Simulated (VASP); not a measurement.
Wanted: the native input for a VASP 6.6.1 run.

```yaml
Task: relaxation of cell and atoms
Functional: PBE
Potentials_or_basis: VASP PAW PBE potentials, release 64 (Ir, Rh_pv)
Cutoff: 600 eV
k_mesh: 6 × 6 × 2
Occupations: gaussian, width 0.1 eV
Spin: no spin polarisation
Dipole_correction: no
Further_INCAR_settings: ALGO = Fast; EDIFF = 1e-07; IBRION = 2; EDIFFG = -0.04; NSW = 90; ISIF = 3
```

The structure of IrRh5 lies in POSCAR:

```
IrRh5
1.0
    2.7122940200      0.0000000000      0.0000000000
   -1.3561470100      2.3489155200      0.0000000000
    0.0000000000      0.0000000000     12.8765298100
Ir Rh
1 5
Direct
    0.6666666700      0.3333333300      0.5000000000
    0.3333333300      0.6666666700      0.6666666700
    0.3333333300      0.6666666700      0.0000000000
    0.3333333300      0.6666666700      0.3333333300
    0.6666666700      0.3333333300      0.8333333300
    0.6666666700      0.3333333300      0.1666666700
```

The input as run:

INCAR

```
SYSTEM = IrRh5
PREC = Accurate
ENCUT = 600
EDIFF = 1E-7
ISMEAR = 0
SIGMA = 0.1
LREAL = .False.
LASPH = .True.
NELM = 60
ALGO = Fast
ISIF = 3
LWAVE = .False.
LCHARG = .False.
GGA = PE
IBRION = 2
NSW = 90
EDIFFG = -0.04
```

KPOINTS

```
Automatic mesh
0
Gamma
  6 6 2
  0 0 0
```

Potentials or basis: VASP PAW PBE potentials, release 64 (Ir, Rh_pv).

The run is started by

```console
$ cat potpaw_PBE.64/Ir/POTCAR potpaw_PBE.64/Rh_pv/POTCAR > POTCAR
$ mpirun -np 1 vasp_std > vasp.out
```

It gave:

| Item | Value |
| --- | --- |
| Relaxed volume | 14.19 Å³/atom |
| Relaxed cell | a = 2.747 Å, b = 2.747 Å, c = 13.024 Å, α = 90.00°, β = 90.00°, γ = 120.00° |
| Space group after relaxing (to 0.1 Å) | P-6m2 (No. 187) |
| Energy gained by relaxing | 17.8 meV/atom |
| Ionic steps | 7 |
| Pressure after relaxing | 0.2 GPa |
| Largest force after relaxing | 0.023 eV/Å |
| Band gap on the k mesh | zero (bands 42 and 43 overlap by 2.10 eV) |

Caveat: the k points lie up to 0.44 Å⁻¹ apart in the final cell, too coarse for converged energies and pressures of a metal; spin-orbit coupling is left out, which moves the levels of the heavy elements.

Wall time 23 min on 1 thread of Intel Xeon 8259CL, with other jobs on the host, peak memory 0.28 GiB.
